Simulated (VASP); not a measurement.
# ZnS (I-4m2) in VASP: further runs

Runs on ZnS. Level: r2SCAN. Tasks: single point.

All numbers are computed with VASP 6.6.1; they aren't measurements. Logs are shortened: lines on timing, memory, paths and dates and some standing lists are left out, and cuts for length are marked.

## (1) The cell of the first run

The structure is tetragonal, space group I-4m2 (No. 119). The conventional cell has a = 3.825 Å, b = 3.825 Å, c = 5.193 Å, α = 90.00°, β = 90.00°, γ = 90.00°. Within 3.1 Å of Zn (site symmetry -4m2) lie 4 S at 2.31 Å. S (site symmetry -4m2) has 4 Zn at 2.31 Å within 3.1 Å.

## (2) Single point, r2SCAN (strain +0.000 along x and y, -0.040 along z)

Contents of POSCAR:

```
ZnS
1.0
    0.0000000000      2.7046500000      2.5964640000
    2.7046500000      0.0000000000      2.5964640000
    2.7046500000      2.7046500000      0.0000000000
Zn S
1 1
Direct
    0.0000000000      0.0000000000      0.0000000000
    0.7500000000      0.7500000000      0.7500000000
```

Contents of INCAR.step1:

```
SYSTEM = ZnS
  PREC = Accurate
  ENCUT = 520
  ISMEAR = 0
  SIGMA = 0.05
  LREAL = .FALSE.
  LASPH = .TRUE.
  NELM = 100
  NBANDS = 16
  GGA = PE
  ALGO = Normal
  EDIFF = 1E-4
  LWAVE = .TRUE.
  LCHARG = .FALSE.
```

Contents of INCAR.step2:

```
SYSTEM = ZnS
  PREC = Accurate
  ENCUT = 520
  EDIFF = 1E-6
  ISMEAR = 0
  SIGMA = 0.05
  LREAL = .FALSE.
  LASPH = .TRUE.
  NELM = 100
  ALGO = Normal
  ISIF = 2
  LWAVE = .FALSE.
  LCHARG = .FALSE.
  METAGGA = R2SCAN
  LMIXTAU = .TRUE.
  NBANDS = 16
  ISTART = 1
```

Contents of KPOINTS:

```
Automatic mesh
0
G
  8 8 8
  0 0 0
```

Potentials or basis: VASP PAW PBE potentials, release 64 (Zn, S).

Run with:

```console
> cat potpaw_PBE.64/Zn/POTCAR potpaw_PBE.64/S/POTCAR > POTCAR
> cp INCAR.step1 INCAR
> mpirun -np 1 vasp_std > vasp.out
> cp INCAR.step2 INCAR
> mpirun -np 1 vasp_std > vasp.out
```

OUTCAR:

```text
SYSTEM = ZnS
   PREC = Accurate
   ENCUT = 520
   EDIFF = 1E-6
   ISMEAR = 0
   LREAL = .FALSE.
   LASPH = .TRUE.
   NELM = 100
   ISIF = 2
   METAGGA = R2SCAN
   ISTART = 1

 ion  position               nearest neighbor table
   1  0.000  0.000  0.000-   2 2.31   2 2.31   2 2.31   2 2.31
   2  0.750  0.750  0.750-   1 2.31   1 2.31   1 2.31   1 2.31

  LATTYP: Found a body centered tetragonal cell.
 ALAT       =     3.8249527115
 C/A-ratio  =     1.3576450199

  Lattice vectors:

 A1 = (   0.0000000000,  -2.7046500000,  -2.5964640000)
 A2 = (   0.0000000000,   2.7046500000,  -2.5964640000)
 A3 = (   2.7046500000,   0.0000000000,   2.5964640000)

Analysis of symmetry for initial positions (statically):
=====================================================================
 Subroutine PRICEL returns:
 Original cell was already a primitive cell.

 Routine SETGRP: Setting up the symmetry group for a
 body centered tetragonal supercell.

 Subroutine GETGRP returns: Found  8 space group operations
 (whereof  8 operations were pure point group operations)
 out of a pool of 16 trial point group operations.

The static configuration has the point symmetry D_2d.

Analysis of symmetry for dynamics (positions and initial velocities):
=====================================================================
 Subroutine PRICEL returns:
 Original cell was already a primitive cell.

 Routine SETGRP: Setting up the symmetry group for a
 body centered tetragonal supercell.

 Subroutine GETGRP returns: Found  8 space group operations
 (whereof  8 operations were pure point group operations)
 out of a pool of 16 trial point group operations.

The dynamic configuration has the point symmetry D_2d.

 Subroutine INISYM returns: Found  8 space group operations
 (whereof  8 operations are pure point group operations),
 and found     1 'primitive' translations

----------------------------------------------------------------------------------------

                                     Primitive cell

  volume of cell :      37.9870

  direct lattice vectors                    reciprocal lattice vectors
     0.000000000  2.704650000  2.596464000    -0.184866803  0.184866803  0.192569587
     2.704650000  0.000000000  2.596464000     0.184866803 -0.184866803  0.192569587
     2.704650000  2.704650000  0.000000000     0.184866803  0.184866803 -0.192569587

  length of vectors
     3.749234179  3.749234179  3.824952711     0.324706815  0.324706815  0.324706815

  position of ions in fractional coordinates (direct lattice)
     0.000000000  0.000000000  0.000000000
     0.750000000  0.750000000  0.750000000

  ion indices of the primitive-cell ions
   primitive index   ion index
                 1           1
                 2           2

----------------------------------------------------------------------------------------

 KPOINTS: Automatic mesh

Automatic generation of k-mesh.
 Grid dimensions read from file:
 generate k-points for:    8    8    8

 Generating k-lattice:

  Cartesian coordinates                     Fractional coordinates (reciprocal lattice)
    -0.023108350  0.023108350  0.024071198     0.125000000  0.000000000  0.000000000
     0.023108350 -0.023108350  0.024071198     0.000000000  0.125000000  0.000000000
     0.023108350  0.023108350 -0.024071198     0.000000000  0.000000000  0.125000000

  Length of vectors
     0.040588352  0.040588352  0.040588352

  Shift w.r.t. Gamma in fractional coordinates (k-lattice)
     0.000000000  0.000000000  0.000000000

 Subroutine IBZKPT returns following result:
 ===========================================

 Found     59 irreducible k-points:

 Following reciprocal coordinates:
            Coordinates               Weight
  0.000000  0.000000  0.000000      1.000000
  0.125000  0.000000  0.000000      8.000000
  0.250000  0.000000  0.000000      8.000000
  0.375000  0.000000  0.000000      8.000000
  0.500000  0.000000  0.000000      4.000000
  0.125000  0.125000  0.000000      2.000000
[... 16 lines left out ...]
  0.250000  0.000000  0.125000     16.000000
  0.375000  0.000000  0.125000     16.000000
 [... further k-points ...]
   k-points           NKPTS =     59   k-points in BZ     NKDIM =     59   number of bands    NBANDS=     16
   number of dos      NEDOS =    301   number of ions     NIONS =      2
   total plane-waves  NPLWV =  21952
   dimension x,y,z NGX =    28 NGY =   28 NGZ =   28
   dimension x,y,z NGXF=    56 NGYF=   56 NGZF=   56
   ions per type =               1   1
   NGX,Y,Z   is equivalent  to a cutoff of  12.42, 12.42, 12.17 a.u.
   NGXF,Y,Z  is equivalent  to a cutoff of  24.83, 24.83, 24.34 a.u.
 SYSTEM =  ZnS
   PREC   = accura    normal or accurate (medium, high low for compatibility)
   ISTART =      1    job   : 0-new  1-cont  2-samecut
   ICHARG =      0    charge: 1-file 2-atom 10-const
   ISPIN  =      1    spin polarized calculation?
   LNONCOLLINEAR =      F non collinear calculations
   LSORBIT =      F    spin-orbit coupling
   LASPH  =      T    aspherical Exc in radial PAW
   ENCUT  =  520.0 eV  38.22 Ry    6.18 a.u.   6.97  6.97  7.11*2*pi/ulx,y,z
   NELM   =    100;   NELMIN=  2; NELMDL=  0     # of ELM steps
   EDIFF  = 0.1E-05   stopping-criterion for ELM
   LREAL  =      F    real-space projection
   EDIFFG = 0.1E-04   stopping-criterion for IOM
   NSW    =      0    number of steps for IOM
   IBRION =     -1    ionic relax: 0-MD 1-quasi-New 2-CG
   NFREE  =      0    steps in history (QN), initial steepest desc. (CG)
   ISIF   =      2    stress and relaxation
   ISYM   =      2    0-nonsym 1-usesym 2-fastsym
   POTIM  = 0.5000    time-step for ionic-motion
   TEBEG  =    0.0;   TEEND  =   0.0 temperature during run
   PSTRESS=    0.0 pullay stress
   NELECT =      18.0000    total number of electrons
   NUPDOWN=      -1.0000    fix difference up-down
   EMIN   =  10.00;   EMAX   =-10.00  energy-range for DOS
   EFERMI =   0.00;   METHOD = LEGACY
   ISMEAR =     0;   SIGMA  =   0.05  broadening in eV -4-tet -1-fermi 0-gaus
   EFERMI_NEDOS =   21; number of points for ismear=-14 and -15
   IALGO  =     38    algorithm
   IMIX   =      4    mixing-type and parameters
     AMIX     =   0.40;   BMIX     =  1.00
     AMIX_MAG =   1.60;   BMIX_MAG =  1.00
  volume/ion in A,a.u.               =      18.99       128.17
  Fermi-wavevector in a.u.,A,eV,Ry     =   1.276304  2.411865 22.163242  1.628952
  Thomas-Fermi vector in A             =   2.408968
   LORBIT       =      0    0 simple, 1 ext, 2 COOP (PROOUT), +10 PAW based schemes
   METAGGA = R2SCAN    functional components
   LHFCALC =     F    Hartree Fock is set to
   AEXX    =    0.0000 exact exchange contribution
   IVDW    =     0    specifies the selected vdW correction
   LEPSILON=     F    determine dielectric tensor
   LRPA    =     F    only Hartree local field effects (RPA)
 non-spin polarized calculation
 Gauss-broadening in eV      SIGMA  =   0.05
  energy-cutoff  :      520.00
  volume of cell :       37.99
 maximum number of plane-waves:      1034
   NGX = 13   NGY = 13   NGZ = 15

 number of electron      18.0000010 magnetization

 Free energy of the ion-electron system (eV)
  ---------------------------------------------------
  ext. energy  EPLUGINS =         0.00000000
  ---------------------------------------------------
  free energy    TOTEN  =       -18.85240636 eV

  energy without entropy =      -18.85240636  energy(sigma->0) =      -18.85240636

 E-fermi :   2.5705     XC(G=0): -10.4787

 val. band max:        2.2852181740   @ k =   0.0000   0.0000   0.0000
 cond. band min:       5.0424937357   @ k =   0.0000   0.0000   0.0000
 fundamental gap:      2.7572755618
 Fermi energy:         2.5704518399

 k-point     1 :       0.0000    0.0000    0.0000
  band No.  band energies     occupation
      1     -11.7577      2.00000
      2      -4.4700      2.00000
      3      -4.4700      2.00000
      4      -4.4466      2.00000
      5      -3.8754      2.00000
      6      -3.8625      2.00000
[... 8 lines left out ...]
     15      14.7598      0.00000
     16      15.0543      0.00000

 k-point     2 :       0.1250    0.0000    0.0000
  band No.  band energies     occupation
      1     -11.6300      2.00000
      2      -4.4660      2.00000
      3      -4.4473      2.00000
      4      -4.4257      2.00000
      5      -3.8757      2.00000
      6      -3.8656      2.00000
[... 8 lines left out ...]
     15      14.1226      0.00000
     16      15.7825      0.00000

 k-point     3 :       0.2500    0.0000    0.0000
  band No.  band energies     occupation
      1     -11.2957      2.00000
      2      -4.4205      2.00000
      3      -4.3979      2.00000
      4      -4.3686      2.00000
      5      -3.8675      2.00000
      6      -3.8664      2.00000
[... 8 lines left out ...]
     15      13.7721      0.00000
     16      15.2008      0.00000

 k-point     4 :       0.3750    0.0000    0.0000
  band No.  band energies     occupation
      1     -10.9143      2.00000
      2      -4.3592      2.00000
      3      -4.3282      2.00000
      4      -4.1870      2.00000
      5      -3.8533      2.00000
      6      -3.8432      2.00000
[... 8 lines left out ...]
     15      15.0432      0.00000
     16      15.0965      0.00000
[... 324 lines left out ...]
 k-point    22 :       0.1250    0.0000    0.1250
  band No.  band energies     occupation
      1     -11.5915      2.00000
      2      -4.4915      2.00000
      3      -4.4282      2.00000
      4      -4.3992      2.00000
      5      -3.8914      2.00000
      6      -3.8538      2.00000
[... 8 lines left out ...]
     15      14.8343      0.00000
     16      16.2920      0.00000

 k-point    23 :       0.2500    0.0000    0.1250
  band No.  band energies     occupation
      1     -11.3282      2.00000
      2      -4.4821      2.00000
      3      -4.3757      2.00000
      4      -4.3409      2.00000
      5      -3.9001      2.00000
      6      -3.8440      2.00000
[... 8 lines left out ...]
     15      14.7696      0.00000
     16      16.8119      0.00000

 k-point    24 :       0.3750    0.0000    0.1250
  band No.  band energies     occupation
      1     -10.9570      2.00000
      2      -4.3928      2.00000
      3      -4.3100      2.00000
      4      -4.2481      2.00000
      5      -3.8753      2.00000
      6      -3.8321      2.00000
[... 8 lines left out ...]
     15      15.4766      0.00000
     16      16.1507      0.00000

 [... further k-points ...]
[... 5 lines left out ...]
  --------------------------------------------------------------------------------------
  -------------------------------------------------------------------------------------
  Total        0.4573050      0.4573050      0.8383538      0.0000000      0.0000000      0.0000000
  in kB       19.2877744     19.2877744     35.3592857      0.0000000      0.0000000      0.0000000
  external PRESSURE =      24.6449448 kB  Pullay stress =       0.0000000 kB

 VOLUME and BASIS-vectors are now :
 -----------------------------------------------------------------------------
  energy-cutoff  :      520.00
  volume of cell :       37.99
      direct lattice vectors                 reciprocal lattice vectors
     0.000000000  2.704650000  2.596464000    -0.184866803  0.184866803  0.192569587
     2.704650000  0.000000000  2.596464000     0.184866803 -0.184866803  0.192569587
     2.704650000  2.704650000  0.000000000     0.184866803  0.184866803 -0.192569587

 POSITION                                       TOTAL-FORCE (eV/Angst)
 -----------------------------------------------------------------------------------
      0.00000      0.00000      0.00000        -0.000000     -0.000000      0.000000
      4.05697      4.05697      3.89470         0.000000      0.000000     -0.000000
 -----------------------------------------------------------------------------------
    total drift:                                0.000004      0.000004     -0.000049

  FREE ENERGIE OF THE ION-ELECTRON SYSTEM (eV)
  ---------------------------------------------------
  free  energy   TOTEN  =       -18.8524063565 eV

  energy  without entropy=      -18.8524063565  energy(sigma->0) =      -18.85240636
```

Wall time 3.4 min (1 thread of Intel Xeon 8259CL, shared host); peak memory 0.18 GiB.

Results:

* Free energy: -18.8524 eV
* Pressure: 2.5 GPa
* Band gap on the k mesh: 2.76 eV

Stress tensor (GPa, compression positive):
```
1.93 0.00 0.00
0.00 1.93 0.00
0.00 0.00 3.54
```

Levels at points of the mesh, in eV from the valence-band top:
```tsv
k point	band 6	band 7	band 8	band 9	band 10	band 11	band 12	band 13
(0.00, 0.00, 0.00)	-6.15	-0.14	-0.14	0.00	2.76	6.79	6.79	6.79
(0.50, 0.00, 0.00)	-5.95	-5.73	-1.15	-0.92	3.77	7.09	7.51	9.49
(0.50, 0.50, 0.00)	-5.88	-4.69	-2.66	-2.66	3.41	4.10	12.30	12.94
(0.50, 0.00, 0.50)	-5.95	-4.93	-2.48	-2.38	3.63	4.53	11.79	12.80
```

Caveat: the cell differs from its parent crystal (strain +0.000 along x and y, -0.040 along z); the PAW data sets were made with another functional, which shifts forces and pressure a little.

## (3) Single point, r2SCAN (strain -0.040 along x and y, +0.080 along z)

Contents of POSCAR:

```
ZnS
1.0
    0.0000000000      2.5964640000      2.9210220000
    2.5964640000      0.0000000000      2.9210220000
    2.5964640000      2.5964640000      0.0000000000
Zn S
1 1
Direct
    0.0000000000      0.0000000000      0.0000000000
    0.7500000000      0.7500000000      0.7500000000
```

INCAR.step1: that of step 2 with these lines changed.

```diff
@@ -7,3 +7,3 @@
   LASPH = .TRUE.
-  NELM = 100
+  NELM = 60
   NBANDS = 16
```

Contents of INCAR.step2:

```
SYSTEM = ZnS
  PREC = Accurate
  ENCUT = 520
  EDIFF = 1E-7
  ISMEAR = 0
  SIGMA = 0.05
  LREAL = .FALSE.
  LASPH = .TRUE.
  NELM = 60
  ALGO = Normal
  ISIF = 2
  LWAVE = .FALSE.
  LCHARG = .TRUE.
  METAGGA = R2SCAN
  LMIXTAU = .TRUE.
  LELF = .TRUE.
  LVHAR = .TRUE.
  NBANDS = 16
  ISTART = 1
```

Contents of KPOINTS:

```
regular mesh
0
G
  8 8 8
  0 0 0
```

Potentials or basis: VASP PAW PBE potentials, release 64 (Zn, S).

Run with:

```console
> cat potpaw_PBE.64/Zn/POTCAR potpaw_PBE.64/S/POTCAR > POTCAR
> cp INCAR.step1 INCAR
> mpirun -np 1 vasp_std > vasp.out
> cp INCAR.step2 INCAR
> mpirun -np 1 vasp_std > vasp.out
```

It took 6.4 min on 1 thread of Intel Xeon 8259CL, shared host; peak memory 0.19 GiB.

Results (log left out):

```yaml
Free_energy: -18.8085 eV
Pressure: -0.8 GPa
Band_gap_on_the_k_mesh: 2.45 eV
```

Stress tensor (GPa, compression positive):
```
 1.34  0.00  0.00
 0.00  1.34  0.00
 0.00  0.00 -5.02
```

Levels at points of the mesh, in eV from the valence-band top:
| k point | band 6 | band 7 | band 8 | band 9 | band 10 | band 11 | band 12 | band 13 |
| --- | --- | --- | --- | --- | --- | --- | --- | --- |
| (0.00, 0.00, 0.00) | -6.12 | -0.54 | 0.00 | 0.00 | 2.45 | 6.83 | 6.83 | 6.85 |
| (0.50, 0.00, 0.00) | -5.94 | -5.49 | -1.40 | -0.68 | 3.42 | 7.04 | 7.82 | 9.32 |
| (0.50, 0.50, 0.00) | -6.04 | -5.22 | -1.98 | -1.98 | 4.07 | 5.11 | 10.64 | 12.81 |
| (0.50, 0.00, 0.50) | -5.86 | -4.50 | -2.73 | -2.47 | 3.39 | 3.97 | 11.63 | 11.87 |

Caveat: the cell differs from its parent crystal (strain -0.040 along x and y, +0.080 along z); the PAW data sets were made with another functional, which shifts forces and pressure a little.

(Part 1 of 2 ends here.)
